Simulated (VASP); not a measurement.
# MoS2 (l.A) in VASP: single point with LDA

Aim: the single point of MoS2 (l.A) with LDA.

All numbers are computed with VASP 6.6.1; they aren't measurements. Logs are shortened: lines on timing, memory, paths and dates and some standing lists are left out, and cuts for length are marked.

## Step 1: The cell of the first run

The cell holds a sheet with vacuum, 3 atoms: a = 3.120 Å, b = 3.120 Å, c = 30.040 Å, α = 90.00°, β = 90.00°, γ = 120.00°.

## Step 2: Single point, LDA

The input, INCAR:

```
PREC     = Accurate       # precision mode
ENCUT    = 400            # plane-wave cutoff, eV
EDIFF    = 1E-6           # SCF threshold, eV
ISMEAR   = 0              # smearing method
SIGMA    = 0.03           # smearing width, eV
LREAL    = False          # projectors in reciprocal space
LASPH    = True           # aspherical terms in the spheres
NELM     = 120            # most SCF steps
ALGO     = Normal         # electronic algorithm
ISIF     = 2              # what is computed and relaxed
LWAVE    = False          # write WAVECAR
LCHARG   = True           # write CHGCAR
LDIPOL   = True         
IDIPOL   = 3            
DIPOL    = 0.5 0.5 0.285
LELF     = True           # ELF
LVHAR    = True         
LVACPOTAV= True         
NBANDS   = 20             # bands
GGA_COMPAT= False        
NELMDL   = -8
```

The input, KPOINTS:

```
Automatic mesh
0
Gamma
  12 12 1
```

The input, POSCAR:

```
MoS2
1.0
    3.1200732314      0.0000000000      0.0000000000
   -1.5600366157      2.7020626801      0.0000000000
    0.0000000000      0.0000000000     30.0399999981
S Mo
2 1
Direct
    0.6666666667      0.3333333333      0.2332572960
    0.6666666667      0.3333333333      0.3366494950
    0.3333333333      0.6666666667      0.2849533955
```

Potentials or basis: VASP PAW LDA potentials, release 64 (S, Mo_sv).

Started as:

```
$ cat potpaw_LDA.64/S/POTCAR potpaw_LDA.64/Mo_sv/POTCAR > POTCAR
$ mpirun -np 1 vasp_std > vasp.out
```

OUTCAR:

```text
PREC = Accurate
   ENCUT = 400
   EDIFF = 1E-6
   ISMEAR = 0
   LREAL = False
   LASPH = True
   NELM = 120
   ISIF = 2
   NELMDL = -8

 ion  position               nearest neighbor table
   1  0.667  0.333  0.233-   3 2.38   3 2.38   3 2.38
   2  0.667  0.333  0.337-   3 2.38   3 2.38   3 2.38
   3  0.333  0.667  0.285-   1 2.38   2 2.38   1 2.38   2 2.38   1 2.38   2 2.38

  LATTYP: Found a hexagonal cell.
 ALAT       =     3.1200732314
 C/A-ratio  =     9.6279791435

  Lattice vectors:

 A1 = (   3.1200732314,   0.0000000000,   0.0000000000)
 A2 = (  -1.5600366157,   2.7020626801,   0.0000000000)
 A3 = (   0.0000000000,   0.0000000000,  30.0399999981)

Analysis of symmetry for initial positions (statically):
=====================================================================
 Subroutine PRICEL returns:
 Original cell was already a primitive cell.

 Routine SETGRP: Setting up the symmetry group for a
 hexagonal supercell.

 Subroutine GETGRP returns: Found 12 space group operations
 (whereof  6 operations were pure point group operations)
 out of a pool of 24 trial point group operations.

The static configuration has the point symmetry C_3v.
 The point group associated with its full space group is D_3h.

Analysis of symmetry for dynamics (positions and initial velocities):
=====================================================================
 Subroutine PRICEL returns:
 Original cell was already a primitive cell.

 Routine SETGRP: Setting up the symmetry group for a
 hexagonal supercell.

 Subroutine GETGRP returns: Found 12 space group operations
 (whereof  6 operations were pure point group operations)
 out of a pool of 24 trial point group operations.

The dynamic configuration has the point symmetry C_3v.
 The point group associated with its full space group is D_3h.

 Subroutine INISYM returns: Found 12 space group operations
 (whereof  6 operations are pure point group operations),
 and found     1 'primitive' translations

----------------------------------------------------------------------------------------

                                     Primitive cell

  volume of cell :     253.2562

  direct lattice vectors                    reciprocal lattice vectors
     3.120073231  0.000000000  0.000000000     0.320505298  0.185043820  0.000000000
    -1.560036616  2.702062680  0.000000000     0.000000000  0.370087640  0.000000000
     0.000000000  0.000000000 30.039999998     0.000000000  0.000000000  0.033288948

  length of vectors
     3.120073231  3.120073231 30.039999998     0.370087640  0.370087640  0.033288948

  position of ions in fractional coordinates (direct lattice)
     0.666666667  0.333333333  0.233257296
     0.666666667  0.333333333  0.336649495
     0.333333333  0.666666667  0.284953395

  ion indices of the primitive-cell ions
   primitive index   ion index
                 1           1
                 2           2
                 3           3

----------------------------------------------------------------------------------------

 KPOINTS: Automatic mesh

Automatic generation of k-mesh.
 Grid dimensions read from file:
 generate k-points for:   12   12    1

 Generating k-lattice:

  Cartesian coordinates                     Fractional coordinates (reciprocal lattice)
     0.026708775  0.015420318  0.000000000     0.083333333  0.000000000  0.000000000
     0.000000000  0.030840637  0.000000000     0.000000000  0.083333333  0.000000000
     0.000000000  0.000000000  0.033288948     0.000000000  0.000000000  1.000000000

  Length of vectors
     0.030840637  0.030840637  0.033288948

  Shift w.r.t. Gamma in fractional coordinates (k-lattice)
     0.000000000  0.000000000  0.000000000

 Subroutine IBZKPT returns following result:
 ===========================================

 Found     19 irreducible k-points:

 Following reciprocal coordinates:
            Coordinates               Weight
  0.000000  0.000000  0.000000      1.000000
  0.083333  0.000000  0.000000      6.000000
  0.166667  0.000000  0.000000      6.000000
  0.250000  0.000000  0.000000      6.000000
  0.333333  0.000000  0.000000      6.000000
  0.416667  0.000000  0.000000      6.000000
[... 11 lines left out ...]
  0.333333  0.250000  0.000000     12.000000
  0.333333  0.333333  0.000000      2.000000
   k-points           NKPTS =     19   k-points in BZ     NKDIM =     19   number of bands    NBANDS=     20
   number of dos      NEDOS =    301   number of ions     NIONS =      3
   total plane-waves  NPLWV =  78400
   dimension x,y,z NGX =    20 NGY =   20 NGZ =  196
   dimension x,y,z NGXF=    40 NGYF=   40 NGZF=  392
   ions per type =               2   1
   NGX,Y,Z   is equivalent  to a cutoff of  10.66, 10.66, 10.85 a.u.
   NGXF,Y,Z  is equivalent  to a cutoff of  21.31, 21.31, 21.69 a.u.
 SYSTEM =  unknown system
   PREC   = accura    normal or accurate (medium, high low for compatibility)
   ISTART =      0    job   : 0-new  1-cont  2-samecut
   ICHARG =      2    charge: 1-file 2-atom 10-const
   ISPIN  =      1    spin polarized calculation?
   LNONCOLLINEAR =      F non collinear calculations
   LSORBIT =      F    spin-orbit coupling
   LASPH  =      T    aspherical Exc in radial PAW
   ENCUT  =  400.0 eV  29.40 Ry    5.42 a.u.   5.09  5.09 48.99*2*pi/ulx,y,z
   NELM   =    120;   NELMIN=  2; NELMDL= -8     # of ELM steps
   EDIFF  = 0.1E-05   stopping-criterion for ELM
   LREAL  =      F    real-space projection
   EDIFFG = 0.1E-04   stopping-criterion for IOM
   NSW    =      0    number of steps for IOM
   IBRION =     -1    ionic relax: 0-MD 1-quasi-New 2-CG
   NFREE  =      0    steps in history (QN), initial steepest desc. (CG)
   ISIF   =      2    stress and relaxation
   ISYM   =      2    0-nonsym 1-usesym 2-fastsym
   POTIM  = 0.5000    time-step for ionic-motion
   TEBEG  =    0.0;   TEEND  =   0.0 temperature during run
   PSTRESS=    0.0 pullay stress
   NELECT =      26.0000    total number of electrons
   NUPDOWN=      -1.0000    fix difference up-down
   EMIN   =  10.00;   EMAX   =-10.00  energy-range for DOS
   EFERMI =   0.00;   METHOD = LEGACY
   ISMEAR =     0;   SIGMA  =   0.03  broadening in eV -4-tet -1-fermi 0-gaus
   EFERMI_NEDOS =   21; number of points for ismear=-14 and -15
   IALGO  =     38    algorithm
   IMIX   =      4    mixing-type and parameters
     AMIX     =   0.40;   BMIX     =  1.00
     AMIX_MAG =   1.60;   BMIX_MAG =  1.00
  volume/ion in A,a.u.               =      84.42       569.69
  Fermi-wavevector in a.u.,A,eV,Ry     =   0.766560  1.448588  7.994968  0.587614
  Thomas-Fermi vector in A             =   1.866925
   LORBIT       =      0    0 simple, 1 ext, 2 COOP (PROOUT), +10 PAW based schemes
   GGA     = CA    functional components
   LHFCALC =     F    Hartree Fock is set to
   AEXX    =    0.0000 exact exchange contribution
   IVDW    =     0    specifies the selected vdW correction
   LEPSILON=     F    determine dielectric tensor
   LRPA    =     F    only Hartree local field effects (RPA)
 non-spin polarized calculation
 Gauss-broadening in eV      SIGMA  =   0.03
  energy-cutoff  :      400.00
  volume of cell :      253.26
 maximum number of plane-waves:      4641
   NGX = 11   NGY = 11   NGZ = 97

 dipolmoment           0.000000      0.000000     -0.000007 electrons x Angstroem

 number of electron      26.0000001 magnetization

 dipolmoment           0.000000      0.000000      0.000005 electrons x Angstroem

 Free energy of the ion-electron system (eV)
  ---------------------------------------------------
  ext. energy  EPLUGINS =         0.00000000
  ---------------------------------------------------
  free energy    TOTEN  =       -24.36509319 eV

  energy without entropy =      -24.36509319  energy(sigma->0) =      -24.36509319

 E-fermi :  -3.3118     XC(G=0):  -2.6640

 val. band max:       -3.4460339568   @ k =   0.3333   0.3333   0.0000
 cond. band min:      -1.5770131316   @ k =   0.3333   0.3333   0.0000
 fundamental gap:      1.8690208253
 Fermi energy:        -3.3118327350

 k-point     1 :       0.0000    0.0000    0.0000
  band No.  band energies     occupation
      1     -63.8479      2.00000
      2     -38.2473      2.00000
      3     -37.9501      2.00000
      4     -37.9501      2.00000
      5     -17.6856      2.00000
      6     -16.2896      2.00000
[... 12 lines left out ...]
     19       2.3193      0.00000
     20       2.7489      0.00000

 k-point     2 :       0.0833    0.0000    0.0000
  band No.  band energies     occupation
      1     -63.8446      2.00000
      2     -38.2409      2.00000
      3     -37.9824      2.00000
      4     -37.9574      2.00000
      5     -17.5724      2.00000
      6     -16.2444      2.00000
[... 12 lines left out ...]
     19       2.4598      0.00000
     20       2.9018      0.00000

 k-point     3 :       0.1667    0.0000    0.0000
  band No.  band energies     occupation
      1     -63.8353      2.00000
      2     -38.2233      2.00000
      3     -38.0703      2.00000
      4     -37.9773      2.00000
      5     -17.2500      2.00000
      6     -16.1159      2.00000
[... 12 lines left out ...]
     19       2.8680      0.00000
     20       3.3315      0.00000

 k-point     4 :       0.2500    0.0000    0.0000
  band No.  band energies     occupation
      1     -63.8226      2.00000
      2     -38.1991      2.00000
      3     -38.1887      2.00000
      4     -38.0043      2.00000
      5     -16.7710      2.00000
      6     -15.9266      2.00000
[... 314 lines left out ...]
 k-point    18 :       0.3333    0.2500    0.0000
  band No.  band energies     occupation
      1     -63.7924      2.00000
      2     -38.3388      2.00000
      3     -38.1949      2.00000
      4     -38.1418      2.00000
      5     -15.3671      2.00000
      6     -15.3431      2.00000
[... 12 lines left out ...]
     19       4.8791      0.00000
     20       5.8814      0.00000

 k-point    19 :       0.3333    0.3333    0.0000
  band No.  band energies     occupation
      1     -63.7907      2.00000
      2     -38.3037      2.00000
      3     -38.2499      2.00000
      4     -38.1386      2.00000
      5     -15.2959      2.00000
      6     -15.2764      2.00000
[... 12 lines left out ...]
     19       4.1682      0.00000
     20       6.1495      0.00000

------------------------ aborting loop because EDIFF is reached ----------------------------------------

  FORCE on cell =-STRESS in cart. coord.  units (eV):
  Direction    XX          YY          ZZ          XY          YZ          ZX
  --------------------------------------------------------------------------------------
  -------------------------------------------------------------------------------------
  Total       -0.0276354     -0.0276354     -0.0536374     -0.0000000      0.0000000     -0.0000000
  in kB       -0.1748301     -0.1748301     -0.3393271     -0.0000000      0.0000000     -0.0000000
  external PRESSURE =      -0.2296624 kB  Pullay stress =       0.0000000 kB

 VOLUME and BASIS-vectors are now :
 -----------------------------------------------------------------------------
  energy-cutoff  :      400.00
  volume of cell :      253.26
      direct lattice vectors                 reciprocal lattice vectors
     3.120073231  0.000000000  0.000000000     0.320505298  0.185043820  0.000000000
    -1.560036616  2.702062680  0.000000000     0.000000000  0.370087640  0.000000000
     0.000000000  0.000000000 30.039999998     0.000000000  0.000000000  0.033288948

 POSITION                                       TOTAL-FORCE (eV/Angst)
 -----------------------------------------------------------------------------------
      1.56004      0.90069      7.00705         0.000000      0.000000     -0.013570
      1.56004      0.90069     10.11295        -0.000000      0.000000      0.013570
     -0.00000      1.80138      8.56000        -0.000000     -0.000000      0.000000
 -----------------------------------------------------------------------------------
    total drift:                                0.000001     -0.000000      0.000067

  FREE ENERGIE OF THE ION-ELECTRON SYSTEM (eV)
  ---------------------------------------------------
  free  energy   TOTEN  =       -24.3650931896 eV

  energy  without entropy=      -24.3650931896  energy(sigma->0) =      -24.36509319

 vacuum level on the upper side and lower side of the slab         2.709         2.709
```

It took 1.8 min on 1 thread of Intel Xeon Platinum 8259CL at 2.50GHz (Skylake/Cascade Lake), shared host; peak memory 0.24 GiB.

Results:

```
Free energy            : -24.3651 eV
Largest force          : 0.014 eV/Å
Band gap on the k mesh : 1.87 eV, direct
```

Forces in eV/Å, atoms in the order of the input:
```
S    0.000  0.000 -0.014
S    0.000  0.000  0.014
Mo   0.000  0.000  0.000
```
